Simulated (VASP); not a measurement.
Here is a VASP 6.6.1 calculation.

INCAR

```
SYSTEM = In4Sb
PREC = Accurate
ENCUT = 600
EDIFF = 1E-6
ISMEAR = 0
SIGMA = 0.1
LREAL = .False.
LASPH = .True.
NELM = 60
ALGO = Normal
ISIF = 3
LWAVE = .False.
LCHARG = .False.
GGA = PE
IBRION = 2
NSW = 90
EDIFFG = -0.04
```

Contents of KPOINTS:

```
regular mesh
0
Gamma
  4 4 4
  0 0 0
```

The input POSCAR:

```
In4Sb
1.0
    5.2442391700      0.0000000000      0.0000000000
    0.0000000000      5.2442391700      0.0000000000
    0.0000000000      0.0000000000      5.2442391700
In Sb
4 1
Direct
    0.2500000000      0.2500000000      0.2500000000
    0.7500000000      0.7500000000      0.2500000000
    0.2500000000      0.7500000000      0.7500000000
    0.7500000000      0.2500000000      0.7500000000
    0.0000000000      0.0000000000      0.0000000000
```

Potentials or basis: VASP PAW PBE potentials, release 64 (In_d, Sb).

Launch:

```console
$ cat potpaw_PBE.64/In_d/POTCAR potpaw_PBE.64/Sb/POTCAR > POTCAR
$ mpirun -np 1 vasp_std > vasp.out
```

Predict the relaxed volume.

33.67 Å³/atom.

Estimate the space group after relaxing (to 0.1 Å).

P-43m (No. 215).

What does it give for the band gap on the k mesh?

Zero (an odd number of electrons rules out a gap without spin polarisation).

Final structure:
```xyz
5
Lattice="5.5219 0.0000 0.0000 0.0000 5.5219 0.0000 0.0000 0.0000 5.5219" Properties=species:S:1:pos:R:3 pbc="T T T"
In    1.6678    1.6678    1.6678
In    3.8540    3.8540    1.6678
In    1.6678    3.8540    3.8540
In    3.8540    1.6678    3.8540
Sb    0.0000    0.0000    0.0000
```

Caveat: the volume moved by over 15 % at a fixed basis, so the end points are rough; spin-orbit coupling is left out, which moves the levels of the heavy elements.
